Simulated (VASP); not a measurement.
# YAu (Pm-3m) in VASP: notebook, part 3 of 3

VASP 6.6.1. Earlier steps stand in the parts before.

### Step 7. Single point, LDA

This run uses another cell than the first one, of 24.79 Å³/atom, 1.128 times its volume.

INCAR

```
SYSTEM = YAu
ALGO = Normal
EDIFF = 1E-6
ENCUT = 500
GGA = CA
GGA_COMPAT = .FALSE.
ISIF = 2
ISMEAR = 1
LASPH = .TRUE.
LCHARG = .TRUE.
LELF = .TRUE.
LREAL = .FALSE.
LVHAR = .TRUE.
LWAVE = .FALSE.
NBANDS = 18
NELM = 120
PREC = Accurate
SIGMA = 0.1
```

KPOINTS

```
k-points
0
G
  7 7 7
  0 0 0
```

POSCAR

```
YAu
1.0
    3.6738849309      0.0000000000      0.0000000000
    0.0000000000      3.6738849309      0.0000000000
    0.0000000000      0.0000000000      3.6738849309
Y Au
1 1
Direct
    0.5000000000      0.5000000000      0.5000000000
    0.0000000000      0.0000000000      0.0000000000
```

Potentials or basis: VASP PAW LDA potentials, release 64 (Y_sv, Au).

The run is started by

```sh
$ cat potpaw_LDA.64/Y_sv/POTCAR potpaw_LDA.64/Au/POTCAR > POTCAR
$ mpirun -np 1 vasp_std > vasp.out
```

OUTCAR:

```text
SYSTEM = YAu
   EDIFF = 1E-6
   ENCUT = 500
   GGA = CA
   ISIF = 2
   ISMEAR = 1
   LASPH = .TRUE.
   LREAL = .FALSE.
   NELM = 120
   PREC = Accurate

 ion  position               nearest neighbor table
   1  0.500  0.500  0.500-   2 3.18   2 3.18   2 3.18   2 3.18   2 3.18   2 3.18   2 3.18   2 3.18

   2  0.000  0.000  0.000-   1 3.18   1 3.18   1 3.18   1 3.18   1 3.18   1 3.18   1 3.18   1 3.18

  LATTYP: Found a simple cubic cell.
 ALAT       =     3.6738849309

  Lattice vectors:

 A1 = (   3.6738849309,   0.0000000000,   0.0000000000)
 A2 = (   0.0000000000,   3.6738849309,   0.0000000000)
 A3 = (   0.0000000000,   0.0000000000,   3.6738849309)

Analysis of symmetry for initial positions (statically):
=====================================================================
 Subroutine PRICEL returns:
 Original cell was already a primitive cell.

 Routine SETGRP: Setting up the symmetry group for a
 simple cubic supercell.

 Subroutine GETGRP returns: Found 48 space group operations
 (whereof 48 operations were pure point group operations)
 out of a pool of 48 trial point group operations.

[... 155 lines left out ...]

  energy without entropy =      -12.89914420  energy(sigma->0) =      -12.90065513

 E-fermi :   5.2319     XC(G=0): -10.8710

 val. band max:        5.2004547169   @ k =   0.4286   0.2857   0.2857
 cond. band min:       5.2356537529   @ k =   0.2857   0.1429   0.1429
 fundamental gap:      0.0351990360
 Fermi energy:         5.2319197989

 k-point     1 :       0.0000    0.0000    0.0000
  band No.  band energies     occupation
      1     -37.7506      2.00000
      2     -17.7202      2.00000
      3     -17.7202      2.00000
      4     -17.7202      2.00000
      5      -1.8172      2.00000
      6       0.1026      2.00000
[... 397 lines left out ...]
      5       0.5031      2.00000
      6       0.5863      2.00000
[... 10 lines left out ...]
     17      12.1847      0.00000
     18      12.1847      0.00000

------------------------ aborting loop because EDIFF is reached ----------------------------------------

  FORCE on cell =-STRESS in cart. coord.  units (eV):
  Direction    XX          YY          ZZ          XY          YZ          ZX
  --------------------------------------------------------------------------------------
  -------------------------------------------------------------------------------------
  Total       -3.1265394     -3.1265394     -3.1265394      0.0000000      0.0000000     -0.0000000
  in kB     -101.0177857   -101.0177857   -101.0177857      0.0000000      0.0000000     -0.0000000
  external PRESSURE =    -101.0177857 kB  Pullay stress =       0.0000000 kB

 VOLUME and BASIS-vectors are now :
 -----------------------------------------------------------------------------
  energy-cutoff  :      500.00
  volume of cell :       49.59
      direct lattice vectors                 reciprocal lattice vectors
     3.673884931  0.000000000  0.000000000     0.272191432  0.000000000  0.000000000
     0.000000000  3.673884931  0.000000000     0.000000000  0.272191432  0.000000000
     0.000000000  0.000000000  3.673884931     0.000000000  0.000000000  0.272191432

 POSITION                                       TOTAL-FORCE (eV/Angst)
 -----------------------------------------------------------------------------------
      1.83694      1.83694      1.83694         0.000000      0.000000      0.000000
      0.00000      0.00000      0.00000         0.000000      0.000000      0.000000
 -----------------------------------------------------------------------------------
    total drift:                               -0.000000      0.000000      0.000000

  FREE ENERGIE OF THE ION-ELECTRON SYSTEM (eV)
  ---------------------------------------------------
  free  energy   TOTEN  =       -12.9014105956 eV

  energy  without entropy=      -12.8991441983  energy(sigma->0) =      -12.90065513
```

OSZICAR:

```text
N       E                     dE             d eps       ncg     rms          rms(c)
DAV:   1     0.969660812546E+02    0.96966E+02   -0.11160E+04   744   0.113E+03
DAV:   2    -0.925961862172E+01   -0.10623E+03   -0.10267E+03   900   0.252E+02
DAV:   3    -0.136737015741E+02   -0.44141E+01   -0.43732E+01  1002   0.393E+01
DAV:   4    -0.138221262940E+02   -0.14842E+00   -0.14757E+00   930   0.574E+00
DAV:   5    -0.138248180966E+02   -0.26918E-02   -0.26913E-02   868   0.703E-01    0.295E+01
DAV:   6    -0.130774430405E+02    0.74738E+00   -0.18074E+00   752   0.952E+00    0.162E+01
DAV:   7    -0.129112632261E+02    0.16618E+00   -0.51438E-01   828   0.384E+00    0.676E+00
DAV:   8    -0.129084853466E+02    0.27779E-02   -0.12326E-01   928   0.229E+00    0.105E+00
DAV:   9    -0.129016104618E+02    0.68749E-02   -0.38729E-02   746   0.128E+00    0.166E-01
DAV:  10    -0.129014082412E+02    0.20222E-03   -0.16329E-03   774   0.259E-01    0.620E-02
DAV:  11    -0.129014112007E+02   -0.29594E-05   -0.67562E-05   896   0.561E-02    0.491E-02
DAV:  12    -0.129014105403E+02    0.66035E-06   -0.15369E-05   770   0.286E-02    0.111E-02
DAV:  13    -0.129014105956E+02   -0.55251E-07   -0.86297E-07   544   0.692E-03
   1 F= -.12901411E+02 E0= -.12900655E+02  d E =-.226640E-02
```

It took 34 s on 1 thread of Intel Xeon 8259CL, shared host; peak memory 0.16 GiB.

What came out:

```
Free energy            : -12.9014 eV
Pressure               : -10.1 GPa
Band gap on the k mesh : zero (band 11 reaches 6.09 eV, above the bottom of band 12 at 4.08 eV)
```

Caveat: spin-orbit coupling is left out, which moves the levels of the heavy elements.

### Step 8. The runs side by side

```tsv
cell	gap on the mesh (eV)	pressure (GPa)
a = 3.529 Å, 2 atoms	none	-1.1
a = 3.559 Å, 2 atoms	none	-3.5
a = 3.588 Å, 2 atoms	none	-5.5
a = 3.617 Å, 2 atoms	none	-7.3
a = 3.646 Å, 2 atoms	none	-8.8
a = 3.674 Å, 2 atoms	none	-10.1
```

Alike in all rows: task single point; level LDA; potentials or basis VASP PAW LDA potentials, release 64 (Y_sv, Au); no spin polarisation; k mesh 7 × 7 × 7; cutoff (eV) 500; smearing methfessel-paxton 0.1 eV.

Caveats: spin-orbit coupling is left out, which moves the levels of the heavy elements.

Absolute energies hang on the potentials; compare differences alone.
